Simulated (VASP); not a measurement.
Wanted: the native input for a VASP 6.6.1 run.

| Quantity | Value |
| --- | --- |
| Task | single point |
| Functional | LDA |
| Potentials or basis | VASP PAW LDA potentials, release 64 (C) |
| Cutoff | 520 eV |
| k mesh | 12 × 12 × 4 |
| Occupations | gaussian, width 0.05 eV |
| Spin | no spin polarisation |
| Dipole correction | no |
| Further INCAR settings | ALGO = Normal; EDIFF = 1e-07; NBANDS = 26 |

The structure of C lies in POSCAR:

```
C
1.0
    2.4314921993      0.0000000000      0.0000000000
   -1.2157460996      2.1057340137      0.0000000000
    0.0000000000      0.0000000000      8.5978723127
C
8
Direct
    0.0000000000      0.0000000000      0.0914756587
    0.0000000000      0.0000000000      0.5914756587
    0.0000000000      0.0000000000      0.4085243413
    0.0000000000      0.0000000000      0.9085243413
    0.3333333333      0.6666666667      0.1566801912
    0.6666666667      0.3333333333      0.6566801912
    0.3333333333      0.6666666667      0.3433198088
    0.6666666667      0.3333333333      0.8433198088
```

This cell differs from its parent crystal: mode 21 frozen in at -0.012 Å, strain +e along z and -e/2 along x and y +0.0467.

One way to write it, as run:

INCAR

```
ALGO     = Normal         # electronic algorithm
EDIFF    = 1E-7           # SCF threshold, eV
ENCUT    = 520            # plane-wave cutoff, eV
GGA      = CA             # functional
ISIF     = 2              # what is computed and relaxed
ISMEAR   = 0              # smearing method
LASPH    = True           # aspherical terms in the spheres
LCHARG   = True           # write CHGCAR
LELF     = True           # ELF
LREAL    = False          # projectors in reciprocal space
LVHAR    = True         
LWAVE    = False          # write WAVECAR
NBANDS   = 26             # bands
NELM     = 80             # most SCF steps
PREC     = Accurate       # precision mode
SIGMA    = 0.05           # smearing width, eV
```

KPOINTS

```
k-points
0
Gamma
  12 12 4
```

Potentials or basis: VASP PAW LDA potentials, release 64 (C).

Run with:

```sh
$ cat potpaw_LDA.64/C/POTCAR > POTCAR
$ mpirun -np 1 vasp_std > vasp.out
```

It gave:

```yaml
Pressure: 3.8 GPa
Largest_force: 0.826 eV/Å
Band_gap_on_the_k_mesh: 3.79 eV, direct
```

Caveat: the cell differs from its parent crystal (mode 21 frozen in at -0.012 Å, strain +e along z and -e/2 along x and y +0.0467).

It took 30 s on 1 thread of AMD EPYC 9R45 96-Core Processor (Zen 5), on a shared host, peak memory 0.13 GiB.
